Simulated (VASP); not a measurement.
# Zr (C2/c) in VASP: a series of runs, part 2 of 2

VASP 6.6.1. Earlier steps stand in the parts before.

**3. Single point, revPBE**

Contents of INCAR:

```
SYSTEM = Zr
PREC = Accurate
ENCUT = 520
EDIFF = 1E-6
ISMEAR = -1
SIGMA = 0.1
LREAL = .FALSE.
LASPH = .TRUE.
NELM = 80
ALGO = Normal
ISIF = 2
LWAVE = .FALSE.
LCHARG = .FALSE.
GGA = RE
ISYM = 0
NBANDS = 19
```

Contents of KPOINTS:

```
regular mesh
0
G
  12 12 8
  0 0 0
```

Contents of POSCAR:

```
Zr
1.0
   -1.7967902865      2.1867305584      1.6014955423
    2.1867305584     -1.7967902865      1.6014955423
    3.6248910884      3.6248910884     -0.8873192202
Zr
2
Direct
    0.0415204800      0.9584795200      0.0000000000
    0.7084795200      0.2915204800      0.5000000000
```

Potentials or basis: VASP PAW PBE potentials, release 64 (Zr_sv).

Launch:

```console
$ cat potpaw_PBE.64/Zr_sv/POTCAR > POTCAR
$ mpirun -np 1 vasp_std > vasp.out
```

OUTCAR:

```text
SYSTEM = Zr
   PREC = Accurate
   ENCUT = 520
   EDIFF = 1E-6
   ISMEAR = -1
   LREAL = .FALSE.
   LASPH = .TRUE.
   NELM = 80
   ISIF = 2
   GGA = RE
   ISYM = 0

 ion  position               nearest neighbor table
   1  0.042  0.958  0.000-   2 3.21   2 3.21   2 3.21   2 3.21   2 3.21   2 3.21
   2  0.708  0.292  0.500-   1 3.21   1 3.21   1 3.21   1 3.21   1 3.21   1 3.21

IMPORTANT INFORMATION: All symmetrisations will be switched off!
NOSYMM: (Re-)initialisation of all symmetry stuff for point group C_1.

----------------------------------------------------------------------------------------

                                     Primitive cell

  volume of cell :      47.6289

  direct lattice vectors                    reciprocal lattice vectors
    -1.796790287  2.186730558  1.601495542    -0.088410946  0.162623262  0.303173379
     2.186730558 -1.796790287  1.601495542     0.162623262 -0.088410946  0.303173379
     3.624891088  3.624891088 -0.887319220     0.133943559  0.133943559 -0.032613258

  length of vectors
     3.251927711  3.251927711  5.202596102     0.355213905  0.355213905  0.192211807

  position of ions in fractional coordinates (direct lattice)
     0.041520480  0.958479520  1.000000000
     0.708479520  0.291520480  0.500000000

  ion indices of the primitive-cell ions
   primitive index   ion index
                 1           1
                 2           2

----------------------------------------------------------------------------------------

 KPOINTS: regular mesh

Automatic generation of k-mesh.
 Grid dimensions read from file:
 generate k-points for:   12   12    8

 Generating k-lattice:

  Cartesian coordinates                     Fractional coordinates (reciprocal lattice)
    -0.007367579  0.013551939  0.025264448     0.083333333 -0.000000000  0.000000000
     0.013551939 -0.007367579  0.025264448    -0.000000000  0.083333333  0.000000000
     0.016742945  0.016742945 -0.004076657    -0.000000000 -0.000000000  0.125000000

  Length of vectors
     0.029601159  0.029601159  0.024026476

  Shift w.r.t. Gamma in fractional coordinates (k-lattice)
     0.000000000  0.000000000  0.000000000

 Subroutine IBZKPT returns following result:
 ===========================================

 Found    580 irreducible k-points:

 Following reciprocal coordinates:
            Coordinates               Weight
  0.000000  0.000000  0.000000      1.000000
  0.083333  0.000000  0.000000      2.000000
 -0.000000 -0.083333 -0.000000      2.000000
  0.166667  0.000000  0.000000      2.000000
 -0.000000 -0.166667  0.000000      2.000000
  0.250000  0.000000 -0.000000      2.000000
[... 16 lines left out ...]
  0.500000  0.083333 -0.000000      2.000000
 -0.083333  0.500000  0.000000      2.000000
 [... further k-points ...]
   k-points           NKPTS =    580   k-points in BZ     NKDIM =    580   number of bands    NBANDS=     19
   number of dos      NEDOS =    301   number of ions     NIONS =      2
   total plane-waves  NPLWV =  23040
   dimension x,y,z NGX =    24 NGY =   24 NGZ =   40
   dimension x,y,z NGXF=    48 NGYF=   48 NGZF=   80
   ions per type =               2
   NGX,Y,Z   is equivalent  to a cutoff of  12.27, 12.27, 12.78 a.u.
   NGXF,Y,Z  is equivalent  to a cutoff of  24.54, 24.54, 25.56 a.u.
 SYSTEM =  Zr
   PREC   = accura    normal or accurate (medium, high low for compatibility)
   ISTART =      0    job   : 0-new  1-cont  2-samecut
   ICHARG =      2    charge: 1-file 2-atom 10-const
   ISPIN  =      1    spin polarized calculation?
   LNONCOLLINEAR =      F non collinear calculations
   LSORBIT =      F    spin-orbit coupling
   LASPH  =      T    aspherical Exc in radial PAW
   ENCUT  =  520.0 eV  38.22 Ry    6.18 a.u.   6.05  6.05  9.67*2*pi/ulx,y,z
   NELM   =     80;   NELMIN=  2; NELMDL= -5     # of ELM steps
   EDIFF  = 0.1E-05   stopping-criterion for ELM
   LREAL  =      F    real-space projection
   EDIFFG = 0.1E-04   stopping-criterion for IOM
   NSW    =      0    number of steps for IOM
   IBRION =     -1    ionic relax: 0-MD 1-quasi-New 2-CG
   NFREE  =      0    steps in history (QN), initial steepest desc. (CG)
   ISIF   =      2    stress and relaxation
   ISYM   =      0    0-nonsym 1-usesym 2-fastsym
   POTIM  = 0.5000    time-step for ionic-motion
   TEBEG  =    0.0;   TEEND  =   0.0 temperature during run
   PSTRESS=    0.0 pullay stress
   NELECT =      24.0000    total number of electrons
   NUPDOWN=      -1.0000    fix difference up-down
   EMIN   =  10.00;   EMAX   =-10.00  energy-range for DOS
   EFERMI =   0.00;   METHOD = LEGACY
   ISMEAR =    -1;   SIGMA  =   0.10  broadening in eV -4-tet -1-fermi 0-gaus
   EFERMI_NEDOS =   21; number of points for ismear=-14 and -15
   IALGO  =     38    algorithm
   IMIX   =      4    mixing-type and parameters
     AMIX     =   0.40;   BMIX     =  1.00
     AMIX_MAG =   1.60;   BMIX_MAG =  1.00
  volume/ion in A,a.u.               =      23.81       160.71
  Fermi-wavevector in a.u.,A,eV,Ry     =   1.302731  2.461806 23.090575  1.697109
  Thomas-Fermi vector in A             =   2.433780
   LORBIT       =      0    0 simple, 1 ext, 2 COOP (PROOUT), +10 PAW based schemes
   GGA     = RE    functional components
   LHFCALC =     F    Hartree Fock is set to
   AEXX    =    0.0000 exact exchange contribution
   IVDW    =     0    specifies the selected vdW correction
   LEPSILON=     F    determine dielectric tensor
   LRPA    =     F    only Hartree local field effects (RPA)
 non-spin polarized calculation
  energy-cutoff  :      520.00
  volume of cell :       47.63
 maximum number of plane-waves:      1305
   NGX = 13   NGY = 13   NGZ = 19

 number of electron      24.0000001 magnetization

 Free energy of the ion-electron system (eV)
  ---------------------------------------------------
  ext. energy  EPLUGINS =         0.00000000
  ---------------------------------------------------
  free energy    TOTEN  =       -16.39779980 eV

  energy without entropy =      -16.32582982  energy(sigma->0) =      -16.36181481

 E-fermi :   8.7795     XC(G=0): -10.9252

 val. band max:        8.7790125457   @ k =   0.5000   0.3333   0.3750
 cond. band min:       8.7800513726   @ k =   0.5000   0.1667   0.3750
 fundamental gap:      0.0010388269
 Fermi energy:         8.7795199905

 k-point     1 :       0.0000    0.0000    0.0000
  band No.  band energies     occupation
      1     -40.0961      2.00000
      2     -39.9585      2.00000
      3     -18.5695      2.00000
      4     -17.7681      2.00000
      5     -17.7667      2.00000
      6     -17.6461      2.00000
[... 11 lines left out ...]
     18      10.9490      0.00000
     19      13.1417      0.00000

 k-point     2 :       0.0833    0.0000    0.0000
  band No.  band energies     occupation
      1     -40.0889      2.00000
      2     -39.9555      2.00000
      3     -18.5498      2.00000
      4     -17.8108      2.00000
      5     -17.7820      2.00000
      6     -17.6844      2.00000
[... 11 lines left out ...]
     18      10.7791      0.00000
     19      13.2596      0.00000

 k-point     3 :      -0.0000   -0.0833   -0.0000
  band No.  band energies     occupation
      1     -40.0889      2.00000
      2     -39.9555      2.00000
      3     -18.5498      2.00000
      4     -17.8108      2.00000
      5     -17.7820      2.00000
      6     -17.6844      2.00000
[... 11 lines left out ...]
     18      10.7791      0.00000
     19      13.2596      0.00000

 k-point     4 :       0.1667    0.0000    0.0000
  band No.  band energies     occupation
      1     -40.0688      2.00000
      2     -39.9474      2.00000
      3     -18.4936      2.00000
      4     -17.9304      2.00000
      5     -17.8197      2.00000
      6     -17.8052      2.00000
[... 407 lines left out ...]
     18      13.8267      0.00000
     19      14.5397      0.00000

 k-point    23 :       0.5000    0.0833   -0.0000
  band No.  band energies     occupation
      1     -39.9725      2.00000
      2     -39.9273      2.00000
      3     -18.3931      2.00000
      4     -18.2400      2.00000
      5     -18.1717      2.00000
      6     -17.9822      2.00000
[... 11 lines left out ...]
     18      13.8261      0.00000
     19      14.5325      0.00000

 k-point    24 :      -0.0833    0.5000    0.0000
  band No.  band energies     occupation
      1     -39.9725      2.00000
      2     -39.9273      2.00000
      3     -18.3931      2.00000
      4     -18.2400      2.00000
      5     -18.1717      2.00000
      6     -17.9822      2.00000
[... 11 lines left out ...]
     18      13.8261      0.00000
     19      14.5325      0.00000

 [... further k-points ...]

------------------------ aborting loop because EDIFF is reached ----------------------------------------

  FORCE on cell =-STRESS in cart. coord.  units (eV):
  Direction    XX          YY          ZZ          XY          YZ          ZX
  --------------------------------------------------------------------------------------
  -------------------------------------------------------------------------------------
  Total        0.0024257      0.0024244      0.0083035      0.0053510      0.0053551      0.0053502
  in kB        0.0815986      0.0815546      0.2793191      0.1800010      0.1801377      0.1799731
  external PRESSURE =       0.1474908 kB  Pullay stress =       0.0000000 kB

 VOLUME and BASIS-vectors are now :
 -----------------------------------------------------------------------------
  energy-cutoff  :      520.00
  volume of cell :       47.63
      direct lattice vectors                 reciprocal lattice vectors
    -1.796790287  2.186730558  1.601495542    -0.088410946  0.162623262  0.303173379
     2.186730558 -1.796790287  1.601495542     0.162623262 -0.088410946  0.303173379
     3.624891088  3.624891088 -0.887319220     0.133943559  0.133943559 -0.032613258

 POSITION                                       TOTAL-FORCE (eV/Angst)
 -----------------------------------------------------------------------------------
      2.02133     -1.63139      1.60150         0.000021     -0.000018     -0.000000
      1.17693      2.83790      1.15784        -0.000021      0.000018      0.000000
 -----------------------------------------------------------------------------------
    total drift:                               -0.000000      0.000002      0.000001

  FREE ENERGIE OF THE ION-ELECTRON SYSTEM (eV)
  ---------------------------------------------------
  free  energy   TOTEN  =       -16.3977997996 eV

  energy  without entropy=      -16.3258298195  energy(sigma->0) =      -16.36181481
```

OSZICAR:

```text
N       E                     dE             d eps       ncg     rms          rms(c)
DAV:   1     0.203128809557E+03    0.20313E+03   -0.12844E+04 22048   0.124E+03
DAV:   2    -0.254969418739E+01   -0.20568E+03   -0.20178E+03 25336   0.361E+02
DAV:   3    -0.167927150329E+02   -0.14243E+02   -0.14103E+02 39851   0.666E+01
DAV:   4    -0.170833287490E+02   -0.29061E+00   -0.29019E+00 25901   0.995E+00
DAV:   5    -0.170928764935E+02   -0.95477E-02   -0.95445E-02 32383   0.124E+00    0.134E+01
DAV:   6    -0.165034221650E+02    0.58945E+00   -0.94597E-01 23975   0.738E+00    0.518E+00
DAV:   7    -0.163899236148E+02    0.11350E+00   -0.59439E-01 30252   0.518E+00    0.111E+00
DAV:   8    -0.163977306758E+02   -0.78071E-02   -0.44352E-02 29311   0.148E+00    0.259E-01
DAV:   9    -0.163978608348E+02   -0.13016E-03   -0.17486E-03 28047   0.374E-01    0.385E-02
DAV:  10    -0.163978060711E+02    0.54764E-04   -0.77237E-05 29001   0.553E-02    0.266E-02
DAV:  11    -0.163977991219E+02    0.69492E-05   -0.20053E-05 24781   0.320E-02    0.158E-02
DAV:  12    -0.163977997996E+02   -0.67770E-06   -0.72001E-06 23579   0.289E-02
   1 F= -.16397800E+02 E0= -.16361815E+02  d E =-.719700E-01
```

Wall time 5.9 min (1 thread of Oxide Virtual Turin-like, shared host); peak memory 0.46 GiB.

What came out:

| Property | Result |
| --- | --- |
| Free energy | -16.3978 eV |
| Pressure | 0.0 GPa |
| Band gap on the k mesh | zero (band 12 reaches 9.69 eV, above the bottom of band 13 at 8.63 eV) |

Levels at points of the mesh, in eV from the Fermi level:
| k point | band 10 | band 11 | band 12 | band 13 | band 14 | band 15 |
| --- | --- | --- | --- | --- | --- | --- |
| (0.00, 0.00, 0.00) | -2.94 | 0.89 | 0.91 | 1.00 | 1.07 | 1.56 |
| (0.50, 0.00, 0.00) | -2.45 | -2.05 | -0.22 | 0.60 | 0.77 | 1.44 |
| (0.00, 0.50, 0.00) | -2.45 | -2.05 | -0.22 | 0.60 | 0.77 | 1.44 |
| (0.50, 0.50, 0.00) | -2.44 | -2.05 | -0.23 | 0.61 | 0.76 | 1.43 |
| (0.00, 0.00, 0.50) | -3.92 | 0.05 | 0.05 | 0.81 | 0.81 | 0.82 |
| (0.50, 0.00, 0.50) | -2.77 | -1.00 | -0.99 | 1.57 | 1.57 | 2.21 |
| (0.00, 0.50, 0.50) | -2.77 | -1.00 | -0.99 | 1.57 | 1.57 | 2.21 |
| (0.50, 0.50, 0.50) | -2.77 | -0.99 | -0.99 | 1.57 | 1.57 | 2.22 |

Caveat: the PAW data sets were made with another functional, which shifts forces and pressure a little.
